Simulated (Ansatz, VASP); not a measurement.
# Ti3Al: VASP beside Ansatz

The input INCAR:

```
  PREC = Accurate
  ENCUT = 520
  EDIFF = 1E-7
  ISMEAR = 0
  SIGMA = 0.15
  LREAL = False
  LASPH = True
  NELM = 100
  ALGO = Fast
  ISIF = 2
  LWAVE = False
  LCHARG = False
  GGA = PS
  NBANDS = 28
```

Contents of KPOINTS:

```
regular mesh
0
Gamma
  18 18 6
```

Contents of POSCAR:

```
Ti3Al
1.0
    2.7250560078      0.0000000000      0.0000000000
   -1.3625280039      2.3599677295      0.0000000000
    0.0000000000      0.0000000000     10.3170620455
Ti Al
3 1
Direct
    0.6666666667      0.3333333333      0.0000000000
    0.3333333333      0.6666666667      0.7511732072
    0.3333333333      0.6666666667      0.2488267928
    0.6666666667      0.3333333333      0.5000000000
```

Input for Ansatz:

```yaml
crystal:
  lattice:
    - [2.7250560078, 0.0, 0.0]
    - [-1.3625280039, 2.3599677295, 0.0]
    - [0.0, 0.0, 10.3170620455]
  atoms:
    - { symbol: Ti, position: [0.6666666667, 0.3333333333, 0.0] }
    - { symbol: Ti, position: [0.3333333333, 0.6666666667, 0.7511732072] }
    - { symbol: Ti, position: [0.3333333333, 0.6666666667, 0.2488267928] }
    - { symbol: Al, position: [0.6666666667, 0.3333333333, 0.5] }
basis:
  ecutwfc: 520.0
kpoints:
  mp_grid: { grid: [18, 18, 6] }
hamiltonian:
  xc: pbesol
  pseudopotentials: { kind: paw, azcp: { folder: soft_1 } }
scf:
  occupations: { method: gaussian, width: 0.15 }
output:
  forces: true
  stress: true
  eigenvalues: true
  write_density: true
  write_potential: true
  elf: true
  volumetric_format: npy
```

Alike in both runs: task single point; functional PBEsol; k mesh 18 × 18 × 6; occupations gaussian, width 0.15 eV; no spin polarisation.

```csv
,VASP,Ansatz
version,VASP 6.6.1,Ansatz 0.2.0
potentials or method,"VASP PAW PBE potentials, release 64 (Ti_sv, Al), cutoff 520 eV","scalar-relativistic, plane waves, PAW"
valence electrons in the cell,39,39
```

|  | VASP | Ansatz | Ansatz less VASP |
| --- | --- | --- | --- |
| gap on the k mesh at the Fermi level (eV) | none | none | - |
| pressure (GPa) | -0.2 | -0.1 | +0.13 |
| traceless stress, the component that is largest in VASP (GPa) | -12.99 | -13.09 | -0.102 |
| rms of the force components (eV/Å) | 0.213 | 0.216 | +0.0029 |

VASP's potentials were made for PBE, not for PBEsol, and Ansatz warns of the same on its side. Atom by atom the forces differ by 0.003 eV/Å (rms over components). A gap of «none» marks a metal or a gap that the smearing closes.
